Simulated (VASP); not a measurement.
# Ge15Pt (F-43m) in VASP: further runs

The runs below take Ge15Pt through single point, with PBEsol+U.

Everything below comes from runs of VASP 6.6.1. Logs are shortened: lines on timing, memory, paths and dates and some standing lists are left out, and cuts for length are marked.

## (1) The cell of the first run

The structure is cubic, space group F-43m (No. 216). Conventional cell: a = 11.315 Å, b = 11.315 Å, c = 11.315 Å, α = 90.00°, β = 90.00°, γ = 90.00°. Within 3.2 Å of Pt (site symmetry -43m) lie 4 Ge at 2.40 Å. Within 3.2 Å of Ge (site symmetry 2mm) lie 4 Ge at 2.45 to 2.46 Å. Ge (site symmetry -43m) has 4 Ge at 2.46 Å within 3.2 Å. Ge (site symmetry 3m) has 1 Pt at 2.40 Å and 3 Ge at 2.46 Å within 3.2 Å. Ge (site symmetry 3m) has 4 Ge at 2.45 to 2.46 Å within 3.2 Å.

## (2) Single point, PBEsol+U, collinear spin

The input, INCAR:

```
SYSTEM = Ge15Pt
PREC     = Accurate       ! precision mode
ENCUT    = 520            ! plane-wave cutoff, eV
EDIFF    = 1E-7           ! SCF threshold, eV
ISMEAR   = 0              ! smearing method
SIGMA    = 0.05           ! smearing width, eV
LREAL    = Auto         
LASPH    = .True.         ! aspherical terms in the spheres
NELM     = 150            ! most SCF steps
ALGO     = Normal         ! electronic algorithm
ISIF     = 2              ! what is computed and relaxed
LWAVE    = .False.        ! write WAVECAR
LCHARG   = .True.         ! write CHGCAR
ISPIN    = 2              ! spin polarisation
MAGMOM   = 4 0 0 0 0 0 0 0 0 0 0 0 0 0 0 0 ! initial moments
LORBIT   = 11             ! projections on sites
LMAXMIX  = 4              ! l up to which the mixer works
LDAU     = .True.         ! DFT+U
LDAUTYPE = 2            
LDAUL    = 2 -1           ! shell
LDAUU    = 2 0            ! U, eV
LDAUJ    = 0 0          
LDAUPRINT= 1            
GGA      = PS             ! functional
LELF     = .True.         ! ELF
LVHAR    = .True.       
NBANDS   = 128            ! bands
```

The input, KPOINTS:

```
regular mesh
0
Gamma
  3 3 3
  0 0 0
```

The input, POSCAR:

```
Ge15Pt
1.0
    0.0000000000      5.6575400000      5.6575400000
    5.6575400000      0.0000000000      5.6575400000
    5.6575400000      5.6575400000      0.0000000000
Pt Ge
1 15
Direct
    1.0000000000      0.0000000000      0.0000000000
    0.0002878560      0.0002878560      0.4997121440
    0.0002878560      0.4997121440      0.0002878560
    0.0002878560      0.4997121440      0.4997121440
    0.4997121440      0.0002878560      0.0002878560
    0.4997121440      0.0002878560      0.4997121440
    0.4997121440      0.4997121440      0.0002878560
    0.5000000000      0.5000000000      0.5000000000
    0.1226655573      0.1226655573      0.1226655573
    0.1226655573      0.1226655573      0.6320033282
    0.1226655573      0.6320033282      0.1226655573
    0.1236602478      0.6254465841      0.6254465841
    0.6320033282      0.1226655573      0.1226655573
    0.6254465841      0.1236602478      0.6254465841
    0.6254465841      0.6254465841      0.1236602478
    0.6254465841      0.6254465841      0.6254465841
```

Potentials or basis: VASP PAW PBE potentials, release 64 (Pt, Ge_d).

Launch:

```sh
cat potpaw_PBE.64/Pt/POTCAR potpaw_PBE.64/Ge_d/POTCAR > POTCAR
mpirun -np 1 vasp_std > vasp.out
```

OUTCAR:

```text
SYSTEM = Ge15Pt
   PREC = Accurate
   ENCUT = 520
   EDIFF = 1E-7
   ISMEAR = 0
   LREAL = Auto
   LASPH = .True.
   NELM = 150
   ISIF = 2
   ISPIN = 2
   LORBIT = 11
   GGA = PS

 ion  position               nearest neighbor table
   1  0.000  0.000  0.000-  10 2.40  11 2.40  13 2.40   9 2.40
   2  0.000  0.000  0.500-  12 2.45  14 2.45   9 2.46  10 2.46
   3  0.000  0.500  0.000-  12 2.45  15 2.45   9 2.46  11 2.46
   4  0.000  0.500  0.500-  16 2.45  12 2.45  10 2.46  11 2.46
   5  0.500  0.000  0.000-  14 2.45  15 2.45   9 2.46  13 2.46
   6  0.500  0.000  0.500-  16 2.45  14 2.45  10 2.46  13 2.46
[... 8 lines left out ...]
  15  0.625  0.625  0.124-   3 2.45   5 2.45   7 2.45   8 2.46
  16  0.625  0.625  0.625-   4 2.45   6 2.45   7 2.45   8 2.46

  LATTYP: Found a face centered cubic cell.
 ALAT       =    11.3150800000

  Lattice vectors:

 A1 = (   0.0000000000,   5.6575400000,   5.6575400000)
 A2 = (   5.6575400000,   0.0000000000,   5.6575400000)
 A3 = (   5.6575400000,   5.6575400000,   0.0000000000)

Analysis of symmetry for initial positions (statically):
=====================================================================
 Subroutine PRICEL returns:
 Original cell was already a primitive cell.

 Routine SETGRP: Setting up the symmetry group for a
 face centered cubic supercell.

 Subroutine GETGRP returns: Found 24 space group operations
 (whereof 24 operations were pure point group operations)
 out of a pool of 48 trial point group operations.

The static configuration has the point symmetry T_d .

Analysis of symmetry for dynamics (positions and initial velocities):
=====================================================================
 Subroutine PRICEL returns:
 Original cell was already a primitive cell.

 Routine SETGRP: Setting up the symmetry group for a
 face centered cubic supercell.

 Subroutine GETGRP returns: Found 24 space group operations
 (whereof 24 operations were pure point group operations)
 out of a pool of 48 trial point group operations.

The dynamic configuration has the point symmetry T_d .

Analysis of structural, dynamic, and magnetic symmetry:
=====================================================================
 Subroutine PRICEL returns:
 Original cell was already a primitive cell.

 Routine SETGRP: Setting up the symmetry group for a
 face centered cubic supercell.

 Subroutine GETGRP returns: Found 24 space group operations
 (whereof 24 operations were pure point group operations)
 out of a pool of 48 trial point group operations.

The overall configuration has the point symmetry T_d .

[... 187 lines left out ...]
  ---------------------------------------------------
  free energy    TOTEN  =       -79.33948223 eV

  energy without entropy =      -79.32658618  energy(sigma->0) =      -79.33303421

 E-fermi :   4.2901     XC(G=0): -10.1889

 val. band max:        4.0983426130   @ k =   0.3333   0.0000   0.0000
 cond. band min:       4.3091277082   @ k =   0.0000   0.0000   0.0000
 fundamental gap:      0.2107850952
 Fermi energy:         4.2901288436

 spin component 1

 k-point     1 :       0.0000    0.0000    0.0000
  band No.  band energies     occupation
      1     -19.9316      1.00000
      2     -19.9316      1.00000
      3     -19.9316      1.00000
      4     -19.9104      1.00000
      5     -19.9104      1.00000
      6     -19.9104      1.00000
[... 489 lines left out ...]
    121       8.0984      0.00000
    122       8.2147      0.00000
 Fermi energy:         4.2901288436

 spin component 2

 k-point     1 :       0.0000    0.0000    0.0000
  band No.  band energies     occupation
      1     -19.9316      1.00000
      2     -19.9316      1.00000
      3     -19.9316      1.00000
      4     -19.9104      1.00000
      5     -19.9104      1.00000
      6     -19.9104      1.00000
[... 489 lines left out ...]
    121       8.0984      0.00000
    122       8.2146      0.00000
 [bands above 122 left out]

------------------------ aborting loop because EDIFF is reached ----------------------------------------

  FORCE on cell =-STRESS in cart. coord.  units (eV):
  Direction    XX          YY          ZZ          XY          YZ          ZX
  --------------------------------------------------------------------------------------
  -------------------------------------------------------------------------------------
  Total        0.2878050      0.2878050      0.2878050      0.0000000      0.0000000     -0.0000000
  in kB        1.2731984      1.2731984      1.2731984      0.0000000      0.0000000     -0.0000000
  external PRESSURE =       1.2731984 kB  Pullay stress =       0.0000000 kB

 VOLUME and BASIS-vectors are now :
 -----------------------------------------------------------------------------
  energy-cutoff  :      520.00
  volume of cell :      362.17
      direct lattice vectors                 reciprocal lattice vectors
     0.000000000  5.657540000  5.657540000    -0.088377634  0.088377634  0.088377634
     5.657540000  0.000000000  5.657540000     0.088377634 -0.088377634  0.088377634
     5.657540000  5.657540000  0.000000000     0.088377634  0.088377634 -0.088377634

 POSITION                                       TOTAL-FORCE (eV/Angst)
 -----------------------------------------------------------------------------------
      0.00000      0.00000      0.00000        -0.000000     -0.000000      0.000000
      2.82877      2.82877      0.00326        -0.000000     -0.000000      0.003337
      2.82877      0.00326      2.82877        -0.000000      0.003337      0.000000
      5.65428      2.82877      2.82877        -0.003337     -0.000000      0.000000
      0.00326      2.82877      2.82877         0.003337     -0.000000      0.000000
      2.82877      5.65428      2.82877        -0.000000     -0.003337      0.000000
[... 8 lines left out ...]
      4.23810      4.23810      7.07698         0.001743      0.001743     -0.001743
      7.07698      7.07698      7.07698        -0.001743     -0.001743     -0.001743
 -----------------------------------------------------------------------------------
    total drift:                               -0.000005     -0.000005     -0.000004

  FREE ENERGIE OF THE ION-ELECTRON SYSTEM (eV)
  ---------------------------------------------------
  free  energy   TOTEN  =       -79.3394822272 eV

  energy  without entropy=      -79.3265861848  energy(sigma->0) =      -79.33303421

 total charge

# of ion       s       p       d       tot
------------------------------------------
    1        0.769   0.469   8.377   9.615
    2        1.140   1.237  10.022  12.400
    3        1.140   1.237  10.022  12.400
    4        1.140   1.237  10.022  12.400
    5        1.140   1.237  10.022  12.400
    6        1.140   1.237  10.022  12.400
[... 8 lines left out ...]
   15        1.125   1.258  10.022  12.406
   16        1.125   1.258  10.022  12.406
--------------------------------------------------
tot         17.849  18.930 158.805 195.585

 magnetization (x)

# of ion       s       p       d       tot
------------------------------------------
    1       -0.000  -0.000  -0.000  -0.000
    2       -0.000  -0.000  -0.000  -0.000
    3       -0.000  -0.000  -0.000  -0.000
    4       -0.000  -0.000  -0.000  -0.000
    5       -0.000  -0.000  -0.000  -0.000
    6       -0.000  -0.000  -0.000  -0.000
[... 8 lines left out ...]
   15       -0.000   0.000  -0.000  -0.000
   16       -0.000   0.000  -0.000  -0.000
--------------------------------------------------
tot         -0.000  -0.000  -0.000  -0.001
```

Wall time 14 min (1 thread of Intel Xeon 6975P-C (Granite Rapids), shared host); peak memory 0.79 GiB.

Results:

| Property | Result |
| --- | --- |
| Free energy | -79.3395 eV |
| Pressure | 0.1 GPa |
| Largest force | 0.142 eV/Å |
| Band gap on the k mesh | zero (filled and empty bands overlap) |
| Net moment | 0.00 μB per cell |
| Valence electrons inside the program's atomic spheres | Pt 9.62; Ge 12.40, 12.39, 12.41 (each value once) |

Forces in eV/Å, atoms in the order of the input:
```
Pt   0.000  0.000  0.000
Ge   0.000  0.000  0.003
Ge   0.000  0.003  0.000
Ge  -0.003  0.000  0.000
Ge   0.003  0.000  0.000
Ge   0.000 -0.003  0.000
Ge   0.000  0.000 -0.003
Ge   0.000  0.000  0.000
Ge  -0.082 -0.082 -0.082
Ge   0.082  0.082 -0.082
Ge   0.082 -0.082  0.082
Ge  -0.002  0.002  0.002
Ge  -0.082  0.082  0.082
Ge   0.002 -0.002  0.002
Ge   0.002  0.002 -0.002
Ge  -0.002 -0.002 -0.002
```

Eigenvalues of the final occupation matrices:
```csv
site,spin,trace,eigenvalues
site 1 d,1,4.22,0.82 0.82 0.82 0.87 0.87
site 1 d,2,4.22,0.82 0.82 0.82 0.87 0.87
```

Caveat: the PAW data sets were made with another functional, which shifts forces and pressure a little; spin-orbit coupling is left out, which moves the levels of the heavy elements; the U is typed as a test and isn't derived for this compound.

## (3) Single point, PBEsol+U, collinear spin, zero start

The input, INCAR:

```
SYSTEM = Ge15Pt
PREC = Accurate
ENCUT = 520
EDIFF = 1E-6
ISMEAR = 0
SIGMA = 0.05
LREAL = Auto
LASPH = .True.
NELM = 150
ALGO = Normal
ISIF = 2
LWAVE = .False.
LCHARG = .False.
ISPIN = 2
MAGMOM = 0 0 0 0 0 0 0 0 0 0 0 0 0 0 0 0
LORBIT = 11
LMAXMIX = 4
LDAU = .True.
LDAUTYPE = 2
LDAUL = 2 -1
LDAUU = 2 0
LDAUJ = 0 0
LDAUPRINT = 1
GGA = PS
NBANDS = 128
```

The input, KPOINTS:

```
Automatic mesh
0
Gamma
  3 3 3
  0 0 0
```

POSCAR is that of step 2.

Potentials or basis: VASP PAW PBE potentials, release 64 (Pt, Ge_d).

Launch:

```sh
cat potpaw_PBE.64/Pt/POTCAR potpaw_PBE.64/Ge_d/POTCAR > POTCAR
mpirun -np 1 vasp_std > vasp.out
```

Run time: 8.4 min. Hardware: 1 thread of Intel Xeon 6975P-C (Granite Rapids), shared host; peak memory 0.8 GiB.

Results (log left out):

```yaml
Free_energy: -79.3395 eV
Pressure: 0.1 GPa
Largest_force: 0.142 eV/Å
Band_gap_on_the_k_mesh: zero (filled and empty bands overlap)
Net_moment: 0.00 μB per cell
Valence_electrons_inside_the_program's_atomic_spheres: Pt 9.62; Ge 12.40, 12.39, 12.41 (each value once)
```

Forces in eV/Å, atoms in the order of the input:
```
Pt   0.000  0.000  0.000
Ge   0.000  0.000  0.003
Ge   0.000  0.003  0.000
Ge  -0.003  0.000  0.000
Ge   0.003  0.000  0.000
Ge   0.000 -0.003  0.000
Ge   0.000  0.000 -0.003
Ge   0.000  0.000  0.000
Ge  -0.082 -0.082 -0.082
Ge   0.082  0.082 -0.082
Ge   0.082 -0.082  0.082
Ge  -0.002  0.002  0.002
Ge  -0.082  0.082  0.082
Ge   0.002 -0.002  0.002
Ge   0.002  0.002 -0.002
Ge  -0.002 -0.002 -0.002
```

Levels at points of the mesh, in eV from the Fermi level:
Spin up:
```tsv
k point	band 106	band 107	band 108	band 109	band 110	band 111	band 112	band 113	band 114	band 115
(0.00, 0.00, 0.00)	-0.61	0.02	0.02	0.02	0.66	0.89	0.89	0.89	1.15	1.73
```
Spin down:
```csv
k point,band 108,band 109,band 110,band 111,band 112,band 113
"(0.00, 0.00, 0.00)",0.02,0.02,0.66,0.89,0.89,0.89
```

Eigenvalues of the final occupation matrices:
| site | spin | trace | eigenvalues |
| --- | --- | --- | --- |
| site 1 d | 1 | 4.22 | 0.82 0.82 0.82 0.87 0.87 |
| site 1 d | 2 | 4.22 | 0.82 0.82 0.82 0.87 0.87 |

Caveat: the PAW data sets were made with another functional, which shifts forces and pressure a little; spin-orbit coupling is left out, which moves the levels of the heavy elements; the U is typed as a test and isn't derived for this compound.

The gap in the log of VASP goes by the Fermi energy; the results here count the filled bands.